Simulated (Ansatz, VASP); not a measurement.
## One calculation of Ge, two programs

```
Ge
1.0
     3.00765    0.00000    0.00000
    -1.50383    2.60470    0.00000
     0.00000    0.00000    9.82300
Ge
4
Direct
  0.00000 0.00000 0.00000
  0.00000 0.00000 0.50000
  0.33333 0.66667 0.25000
  0.66667 0.33333 0.75000
```

Alike in both runs: task relaxation of cell and atoms; functional r2SCAN; k mesh 12 × 12 × 4; occupations fermi-dirac, width 0.1 eV; no spin polarisation.

|  | VASP | Ansatz |
| --- | --- | --- |
| version | VASP 6.6.1 | Ansatz 0.2.0 |
| potentials or method | VASP PAW PBE potentials, release 64 (Ge_d), cutoff 600 eV | plane waves (500 eV) with PAW, scalar-relativistic |
| valence electrons in the cell | 56 | 56 |

```tsv
	VASP	Ansatz	Ansatz less VASP
relaxed volume (Å³/atom)	18.87	18.85	-0.029
relaxed cell length with the largest relative difference (Å)	9.761	9.509	-0.2518
```

VASP's potentials were made for PBE, not for r2SCAN.
